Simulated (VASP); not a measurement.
# Hf2I3 (P-3m1) in VASP: notebook

The runs below take Hf2I3 through single point, relaxation of cell and atoms, with PBE.

Everything below comes from runs of VASP 6.6.1. Logs are shortened: lines on timing, memory, paths and dates and some standing lists are left out, and cuts for length are marked.

### 1 The cell of the first run

It takes space group P-3m1 (No. 164, trigonal). The conventional cell has a = 4.914 Å, b = 4.914 Å, c = 8.095 Å, α = 90.00°, β = 90.00°, γ = 120.00°. Hf (site symmetry 3m) has 7 I at 2.93 to 3.26 Å and 3 Hf at 3.18 Å within 3.9 Å. I (site symmetry -3m) has 6 Hf at 2.93 Å and 6 I at 3.66 Å within 3.9 Å. I (site symmetry 3m) has 4 Hf at 3.04 to 3.26 Å and 3 I at 3.66 Å within 4.0 Å.

### 2 Single point, PBE

The input, INCAR:

```
  PREC = Accurate
  ENCUT = 520
  EDIFF = 1E-6
  ISMEAR = 0
  SIGMA = 0.1
  LREAL = F
  LASPH = T
  NELM = 60
  ALGO = Normal
  ISIF = 2
  LWAVE = F
  LCHARG = F
  GGA = PE
  NBANDS = 28
```

The input, KPOINTS:

```
Automatic mesh
0
Gamma
  6 6 2
```

The input, POSCAR:

```
Hf2I3
1.0
    4.9141462982      0.0000000000      0.0000000000
   -2.4570731491      4.2557755322      0.0000000000
    0.0000000000      0.0000000000      8.0946856127
Hf I
2 3
Direct
    0.3333333333      0.6666666667      0.0893672255
    0.6666666667      0.3333333333      0.9106327745
    0.0000000000      0.0000000000      0.0000000000
    0.3333333333      0.6666666667      0.7134247604
    0.6666666667      0.3333333333      0.2865752396
```

Potentials or basis: VASP PAW PBE potentials, release 64 (Hf_pv, I).

Run with:

```bash
$ cat potpaw_PBE.64/Hf_pv/POTCAR potpaw_PBE.64/I/POTCAR > POTCAR
$ mpirun -np 1 vasp_std > vasp.out
```

OUTCAR:

```text
PREC = Accurate
   ENCUT = 520
   EDIFF = 1E-6
   ISMEAR = 0
   LREAL = F
   LASPH = T
   NELM = 60
   ISIF = 2
   GGA = PE

 ion  position               nearest neighbor table
   1  0.333  0.667  0.089-   3 2.93   3 2.93   3 2.93   4 3.04   2 3.18   2 3.18   2 3.18   5 3.26
                             5 3.26   5 3.26
   2  0.667  0.333  0.911-   3 2.93   3 2.93   3 2.93   5 3.04   1 3.18   1 3.18   1 3.18   4 3.26
                             4 3.26   4 3.26
   3  0.000  0.000  0.000-   1 2.93   2 2.93   2 2.93   1 2.93   2 2.93   1 2.93
   4  0.333  0.667  0.713-   1 3.04   2 3.26   2 3.26   2 3.26
   5  0.667  0.333  0.287-   2 3.04   1 3.26   1 3.26   1 3.26

  LATTYP: Found a hexagonal cell.
 ALAT       =     4.9141462982
 C/A-ratio  =     1.6472211289

  Lattice vectors:

 A1 = (   4.9141462982,   0.0000000000,   0.0000000000)
 A2 = (  -2.4570731491,   4.2557755322,   0.0000000000)
 A3 = (   0.0000000000,   0.0000000000,   8.0946856127)

Analysis of symmetry for initial positions (statically):
=====================================================================
 Subroutine PRICEL returns:
 Original cell was already a primitive cell.

 Routine SETGRP: Setting up the symmetry group for a
 hexagonal supercell.

 Subroutine GETGRP returns: Found 12 space group operations
 (whereof 12 operations were pure point group operations)
 out of a pool of 24 trial point group operations.

The static configuration has the point symmetry D_3d.

Analysis of symmetry for dynamics (positions and initial velocities):
=====================================================================
 Subroutine PRICEL returns:
 Original cell was already a primitive cell.

 Routine SETGRP: Setting up the symmetry group for a
 hexagonal supercell.

 Subroutine GETGRP returns: Found 12 space group operations
 (whereof 12 operations were pure point group operations)
 out of a pool of 24 trial point group operations.

The dynamic configuration has the point symmetry D_3d.

 Subroutine INISYM returns: Found 12 space group operations
 (whereof 12 operations are pure point group operations),
 and found     1 'primitive' translations

----------------------------------------------------------------------------------------

                                     Primitive cell

  volume of cell :     169.2882

  direct lattice vectors                    reciprocal lattice vectors
     4.914146298  0.000000000  0.000000000     0.203494145  0.117487399  0.000000000
    -2.457073149  4.255775532  0.000000000     0.000000000  0.234974799  0.000000000
     0.000000000  0.000000000  8.094685613     0.000000000  0.000000000  0.123537843

  length of vectors
     4.914146298  4.914146298  8.094685613     0.234974799  0.234974799  0.123537843

  position of ions in fractional coordinates (direct lattice)
     0.333333333  0.666666667  0.089367225
     0.666666667  0.333333333  0.910632775
     0.000000000  0.000000000  0.000000000
     0.333333333  0.666666667  0.713424760
     0.666666667  0.333333333  0.286575240

  ion indices of the primitive-cell ions
   primitive index   ion index
                 1           1
                 2           2
                 3           3
                 4           4
                 5           5

----------------------------------------------------------------------------------------

 KPOINTS: Automatic mesh

Automatic generation of k-mesh.
 Grid dimensions read from file:
 generate k-points for:    6    6    2

 Generating k-lattice:

  Cartesian coordinates                     Fractional coordinates (reciprocal lattice)
     0.033915691  0.019581233  0.000000000     0.166666667  0.000000000  0.000000000
     0.000000000  0.039162466  0.000000000     0.000000000  0.166666667  0.000000000
     0.000000000  0.000000000  0.061768921     0.000000000  0.000000000  0.500000000

  Length of vectors
     0.039162466  0.039162466  0.061768921

  Shift w.r.t. Gamma in fractional coordinates (k-lattice)
     0.000000000  0.000000000  0.000000000

 Subroutine IBZKPT returns following result:
 ===========================================

 Found     14 irreducible k-points:

 Following reciprocal coordinates:
            Coordinates               Weight
  0.000000  0.000000  0.000000      1.000000
  0.166667  0.000000  0.000000      6.000000
  0.333333  0.000000  0.000000      6.000000
  0.500000  0.000000  0.000000      3.000000
  0.166667  0.166667  0.000000      6.000000
  0.333333  0.166667  0.000000     12.000000
  0.333333  0.333333  0.000000      2.000000
  0.000000  0.000000  0.500000      1.000000
  0.166667  0.000000  0.500000      6.000000
  0.333333  0.000000  0.500000      6.000000
  0.500000  0.000000  0.500000      3.000000
  0.166667  0.166667  0.500000      6.000000
  0.333333  0.166667  0.500000     12.000000
  0.333333  0.333333  0.500000      2.000000
   k-points           NKPTS =     14   k-points in BZ     NKDIM =     14   number of bands    NBANDS=     28
   number of dos      NEDOS =    301   number of ions     NIONS =      5
   total plane-waves  NPLWV =  96000
   dimension x,y,z NGX =    40 NGY =   40 NGZ =   60
   dimension x,y,z NGXF=    80 NGYF=   80 NGZF=  120
   ions per type =               2   3
   NGX,Y,Z   is equivalent  to a cutoff of  13.53, 13.53, 12.32 a.u.
   NGXF,Y,Z  is equivalent  to a cutoff of  27.06, 27.06, 24.65 a.u.
 SYSTEM =  unknown system
   PREC   = accura    normal or accurate (medium, high low for compatibility)
   ISTART =      0    job   : 0-new  1-cont  2-samecut
   ICHARG =      2    charge: 1-file 2-atom 10-const
   ISPIN  =      1    spin polarized calculation?
   LNONCOLLINEAR =      F non collinear calculations
   LSORBIT =      F    spin-orbit coupling
   LASPH  =      T    aspherical Exc in radial PAW
   ENCUT  =  520.0 eV  38.22 Ry    6.18 a.u.   9.14  9.14 15.05*2*pi/ulx,y,z
   NELM   =     60;   NELMIN=  2; NELMDL= -5     # of ELM steps
   EDIFF  = 0.1E-05   stopping-criterion for ELM
   LREAL  =      F    real-space projection
   EDIFFG = 0.1E-04   stopping-criterion for IOM
   NSW    =      0    number of steps for IOM
   IBRION =     -1    ionic relax: 0-MD 1-quasi-New 2-CG
   NFREE  =      0    steps in history (QN), initial steepest desc. (CG)
   ISIF   =      2    stress and relaxation
   ISYM   =      2    0-nonsym 1-usesym 2-fastsym
   POTIM  = 0.5000    time-step for ionic-motion
   TEBEG  =    0.0;   TEEND  =   0.0 temperature during run
   PSTRESS=    0.0 pullay stress
   NELECT =      41.0000    total number of electrons
   NUPDOWN=      -1.0000    fix difference up-down
   EMIN   =  10.00;   EMAX   =-10.00  energy-range for DOS
   EFERMI =   0.00;   METHOD = LEGACY
   ISMEAR =     0;   SIGMA  =   0.10  broadening in eV -4-tet -1-fermi 0-gaus
   EFERMI_NEDOS =   21; number of points for ismear=-14 and -15
   IALGO  =     38    algorithm
   IMIX   =      4    mixing-type and parameters
     AMIX     =   0.40;   BMIX     =  1.00
     AMIX_MAG =   1.60;   BMIX_MAG =  1.00
  volume/ion in A,a.u.               =      33.86       228.48
  Fermi-wavevector in a.u.,A,eV,Ry     =   1.020455  1.928380 14.168133  1.041328
  Thomas-Fermi vector in A             =   2.154025
   LORBIT       =      0    0 simple, 1 ext, 2 COOP (PROOUT), +10 PAW based schemes
   GGA     = PE    functional components
   LHFCALC =     F    Hartree Fock is set to
   AEXX    =    0.0000 exact exchange contribution
   IVDW    =     0    specifies the selected vdW correction
   LEPSILON=     F    determine dielectric tensor
   LRPA    =     F    only Hartree local field effects (RPA)
 non-spin polarized calculation
 Gauss-broadening in eV      SIGMA  =   0.10
  energy-cutoff  :      520.00
  volume of cell :      169.29
 maximum number of plane-waves:      4578
 NGX is ok and might be reduce to    40
   NGX = 19   NGY = 19   NGZ = 31

 number of electron      41.0000000 magnetization

 Free energy of the ion-electron system (eV)
  ---------------------------------------------------
  ext. energy  EPLUGINS =         0.00000000
  ---------------------------------------------------
  free energy    TOTEN  =       -24.99366804 eV

  energy without entropy =      -24.97268009  energy(sigma->0) =      -24.98317407

 E-fermi :   5.6813     XC(G=0):  -8.8005

 val. band max:        5.6515411354   @ k =   0.3333   0.0000   0.0000
 cond. band min:       5.7879470944   @ k =   0.3333   0.1667   0.5000
 fundamental gap:      0.1364059589
 Fermi energy:         5.6813307739

 k-point     1 :       0.0000    0.0000    0.0000
  band No.  band energies     occupation
      1     -26.2889      2.00000
      2     -26.2184      2.00000
      3     -26.1679      2.00000
      4     -26.1679      2.00000
      5     -25.9756      2.00000
      6     -25.9756      2.00000
[... 20 lines left out ...]
     27       8.0071      0.00000
     28       8.3506      0.00000

 k-point     2 :       0.1667    0.0000    0.0000
  band No.  band energies     occupation
      1     -26.2916      2.00000
      2     -26.2470      2.00000
      3     -26.1765      2.00000
      4     -26.1379      2.00000
      5     -25.9787      2.00000
      6     -25.9679      2.00000
[... 20 lines left out ...]
     27       7.6739      0.00000
     28       8.1078      0.00000

 k-point     3 :       0.3333    0.0000    0.0000
  band No.  band energies     occupation
      1     -26.2966      2.00000
      2     -26.2799      2.00000
      3     -26.1920      2.00000
      4     -26.1024      2.00000
      5     -25.9853      2.00000
      6     -25.9542      2.00000
[... 20 lines left out ...]
     27       7.6996      0.00000
     28       8.2138      0.00000

 k-point     4 :       0.5000    0.0000    0.0000
  band No.  band energies     occupation
      1     -26.2967      2.00000
      2     -26.2949      2.00000
      3     -26.1991      2.00000
      4     -26.0879      2.00000
      5     -25.9891      2.00000
      6     -25.9480      2.00000
[... 268 lines left out ...]
     27       7.4643      0.00000
     28       7.6967      0.00000

 k-point    13 :       0.3333    0.1667    0.5000
  band No.  band energies     occupation
      1     -26.2974      2.00000
      2     -26.2910      2.00000
      3     -26.2089      2.00000
      4     -26.0735      2.00000
      5     -26.0002      2.00000
      6     -25.9447      2.00000
[... 20 lines left out ...]
     27       7.6909      0.00000
     28       7.8898      0.00000

 k-point    14 :       0.3333    0.3333    0.5000
  band No.  band energies     occupation
      1     -26.2958      2.00000
      2     -26.2958      2.00000
      3     -26.2213      2.00000
      4     -26.0330      2.00000
      5     -26.0330      2.00000
      6     -25.9394      2.00000
[... 20 lines left out ...]
     27       7.1483      0.00000
     28       8.9083      0.00000

------------------------ aborting loop because EDIFF is reached ----------------------------------------

  FORCE on cell =-STRESS in cart. coord.  units (eV):
  Direction    XX          YY          ZZ          XY          YZ          ZX
  --------------------------------------------------------------------------------------
  -------------------------------------------------------------------------------------
  Total       -0.3329370     -0.3329370     -0.2002715      0.0000000     -0.0000000      0.0000000
  in kB       -3.1509814     -3.1509814     -1.8954089      0.0000000     -0.0000000      0.0000000
  external PRESSURE =      -2.7324572 kB  Pullay stress =       0.0000000 kB

 VOLUME and BASIS-vectors are now :
 -----------------------------------------------------------------------------
  energy-cutoff  :      520.00
  volume of cell :      169.29
      direct lattice vectors                 reciprocal lattice vectors
     4.914146298  0.000000000  0.000000000     0.203494145  0.117487399  0.000000000
    -2.457073149  4.255775532  0.000000000     0.000000000  0.234974799  0.000000000
     0.000000000  0.000000000  8.094685613     0.000000000  0.000000000  0.123537843

 POSITION                                       TOTAL-FORCE (eV/Angst)
 -----------------------------------------------------------------------------------
     -0.00000      2.83718      0.72340        -0.000000      0.000000     -0.031385
      2.45707      1.41859      7.37129         0.000000     -0.000000      0.031385
      0.00000      0.00000      0.00000         0.000000      0.000000      0.000000
     -0.00000      2.83718      5.77495        -0.000000      0.000000      0.039215
      2.45707      1.41859      2.31974         0.000000     -0.000000     -0.039215
 -----------------------------------------------------------------------------------
    total drift:                                0.000000     -0.000000      0.000000

  FREE ENERGIE OF THE ION-ELECTRON SYSTEM (eV)
  ---------------------------------------------------
  free  energy   TOTEN  =       -24.9936680430 eV

  energy  without entropy=      -24.9726800900  energy(sigma->0) =      -24.98317407
```

Wall time 48 s (1 thread of AMD EPYC 9R45 (Zen 5), shared host); peak memory 0.29 GiB.

What came out:

| Property | Result |
| --- | --- |
| Free energy | -24.9937 eV |
| Pressure | -0.3 GPa |
| Largest force | 0.039 eV/Å |
| Band gap on the k mesh | zero (an odd number of electrons rules out a gap without spin polarisation) |

Forces on the atoms (eV/Å):
```
Hf   0.000  0.000 -0.031
Hf   0.000  0.000  0.031
I    0.000  0.000  0.000
I    0.000  0.000  0.039
I    0.000  0.000 -0.039
```

Caveat: the k points lie up to 0.39 Å⁻¹ apart, too coarse for converged energies and pressures of a metal; spin-orbit coupling is left out, which moves the levels of the heavy elements; this functional lacks dispersion, which binds layers or chains, so the pressure and a relaxed spacing across them are unreliable; an odd number of electrons without spin polarisation forces a metal; a magnetic or distorted state may lie lower.

(Continued in part 2 of 2.)

The gap in the log of VASP goes by the Fermi energy; the results here count the filled bands.